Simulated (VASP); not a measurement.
Crystal: P.

```xyz
4
Lattice="1.6801 -5.5722 0.0000 1.6801 5.5722 0.0000 0.0000 0.0000 4.6327" Properties=species:S:1:pos:R:3 pbc="T T T"
P     1.6801   -4.5040    2.7278
P     1.6801    4.5040    1.9049
P     1.6801   -1.0683    0.4115
P     1.6801    1.0683    4.2213
```

Base run:

```yaml
Program: VASP 6.6.1
Functional: PBE
Dispersion: D4
Potentials_or_basis: VASP PAW PBE potentials, release 64 (P)
Cutoff: 500 eV
k_mesh: 8 × 8 × 6
Occupations: fermi-dirac, width 0.05 eV
Spin: no spin polarisation
```

Its results: band gap on the k mesh 0.23 eV; pressure -4.8 GPa; largest force 0.220 eV/Å.

The run is repeated on the same cell with these changes: dispersion from D4 to none; cutoff from 500 eV to 520 eV. What comes out?

Band gap on the k mesh 0.23 eV; pressure -2.3 GPa; largest force 0.228 eV/Å.

Caveats: the cell stands under tension (at least some runs).

A k mesh can miss the band edges.
